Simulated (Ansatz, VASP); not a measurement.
## Two plane-wave programs on TiC

Contents of INCAR:

```
ALGO = Normal
EDIFF = 1E-7
ENCUT = 520
GGA = PE
ISIF = 2
ISMEAR = 0
LASPH = T
LCHARG = F
LREAL = F
LWAVE = F
NBANDS = 15
NELM = 100
PREC = Accurate
SIGMA = 0.1
```

The input KPOINTS:

```
k-points
0
Gamma
  14 14 14
```

File POSCAR:

```
TiC
1.0
   -0.0102140800      2.2374678000      2.2358880800
    2.2140749600      0.0047824400      2.2208915600
    2.2122139200      2.2206102400      0.0066434800
Ti C
1 1
Direct
    0.0928119224     -0.0375300370      0.0023267098
    0.4071880776      0.5375300370      0.4976732902
```

Input for Ansatz:

```yaml
crystal:
  lattice:
    - [-0.01021408, 2.2374678, 2.23588808]
    - [2.21407496, 0.00478244, 2.22089156]
    - [2.21221392, 2.22061024, 0.00664348]
  atoms:
    - { symbol: Ti, position: [0.0928119224, -0.037530037, 0.0023267098] }
    - { symbol: C, position: [0.4071880776, 0.537530037, 0.4976732902] }
basis:
  ecutwfc: 420
kpoints:
  mp_grid: { grid: [14, 14, 14] }
hamiltonian:
  xc: pbe
scf:
  occupations: { method: gaussian, width: 0.1 }
output:
  forces: true
  stress: true
  eigenvalues: true
  populations: true
```

Change from the starting cell: all atoms moved at random, cell strained at random.

Alike in both runs: task single point; functional PBE; k mesh 14 × 14 × 14; occupations gaussian, width 0.1 eV; no spin polarisation.

|  | VASP | Ansatz |
| --- | --- | --- |
| version | VASP 6.6.1 | Ansatz 0.2.0 |
| potentials or method | VASP PAW PBE potentials, release 64 (Ti_sv, C), cutoff 520 eV | scalar-relativistic, plane waves, PAW |
| valence electrons in the cell | 16 | 16 |

Ansatz gave:

| Property | Result |
| --- | --- |
| gap on the k mesh at the Fermi level (eV) | 0.63 |
| least direct gap on the mesh (eV) | 0.82 |
| pressure (GPa) | 8.5 |
| traceless stress, the component that is largest in VASP (GPa) | 22.12 |
| rms of the force components (eV/Å) | 2.447 |

**Question.** Which values does VASP return?

**Answer.** gap on the k mesh at the Fermi level (eV): 0.62; least direct gap on the mesh (eV): 0.82; pressure (GPa): 8.7; traceless stress, the component that is largest in VASP (GPa): 22.43; rms of the force components (eV/Å): 2.467.

Atom by atom the forces differ by 0.021 eV/Å (rms over components). With one functional, cell and mesh, what is left measures potentials, basis and numerics.
